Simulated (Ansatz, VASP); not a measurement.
One calculation of Hf4Cl, two programs

INCAR

```
SYSTEM = Hf4Cl
ALGO = Normal
EDIFF = 1E-6
EDIFFG = -0.04
ENCUT = 600
GGA = PE
IBRION = 2
ISIF = 3
ISMEAR = 0
LASPH = .TRUE.
LCHARG = .FALSE.
LREAL = .FALSE.
LWAVE = .FALSE.
NELM = 60
NSW = 90
PREC = Accurate
SIGMA = 0.1
```

The input KPOINTS:

```
k-points
0
G
  6 6 4
  0 0 0
```

Contents of POSCAR:

```
Hf4Cl
1.0
    5.6337705600      0.0000000000      0.0000000000
   -2.8168852800      4.8789884200      0.0000000000
    0.0000000000      0.0000000000      4.6377749000
Hf Cl
4 1
Direct
    0.5000000000      0.0000000000      0.0000000000
    0.0000000000      0.5000000000      0.0000000000
    0.5000000000      0.5000000000      0.0000000000
    0.0000000000      0.0000000000      0.5000000000
    0.0000000000      0.0000000000      0.0000000000
```

Input for Ansatz:

```yaml
crystal:
  lattice:
    - [5.63377056, 0.0, 0.0]
    - [-2.81688528, 4.87898842, 0.0]
    - [0.0, 0.0, 4.6377749]
  atoms:
    - { symbol: Hf, position: [0.5, 0.0, 0.0] }
    - { symbol: Hf, position: [0.0, 0.5, 0.0] }
    - { symbol: Hf, position: [0.5, 0.5, 0.0] }
    - { symbol: Hf, position: [0.0, 0.0, 0.5] }
    - { symbol: Cl, position: [0.0, 0.0, 0.0] }
basis:
  ecutwfc: 420
kpoints:
  mp_grid: { grid: [6, 6, 4] }
hamiltonian:
  xc: pbe
scf:
  occupations: { method: gaussian, width: 0.1 }
  lower_state_search: "off"
output:
  forces: true
  stress: true
  eigenvalues: true
relax:
  adjacent_minimum: "off"
  f_tol: 0.04
  max_steps: 70
  cell: { stress_tol: 0.4 }
```

Alike in both runs: task relaxation of cell and atoms; functional PBE; k mesh 6 × 6 × 4; occupations gaussian, width 0.1 eV; no spin polarisation.

|  | VASP | Ansatz |
| --- | --- | --- |
| version | VASP 6.6.1 | Ansatz 0.2.0 |
| potentials or method | VASP PAW PBE potentials, release 64 (Hf_pv, Cl), cutoff 600 eV | scalar-relativistic, plane waves, PAW |
| valence electrons in the cell | 47 | 111 |

Ansatz gave:

* gap on the k mesh at the Fermi level, each at its own relaxed structure (eV): none
* relaxed volume (Å³/atom): 25.60
* relaxed length of the cell vector where the two differ most in proportion (Å): 5.714

Problem. Estimate VASP's values.

Solution. gap on the k mesh at the Fermi level, each at its own relaxed structure (eV): none; relaxed volume (Å³/atom): 25.46; relaxed length of the cell vector where the two differ most in proportion (Å): 5.697.

A gap of «none» marks a metal or a gap that the smearing closes. VASP's potentials hold 47 valence electrons a cell and Ansatz's 111, so a difference there can come from the potentials and not from the codes.

Spin-orbit coupling is off throughout.
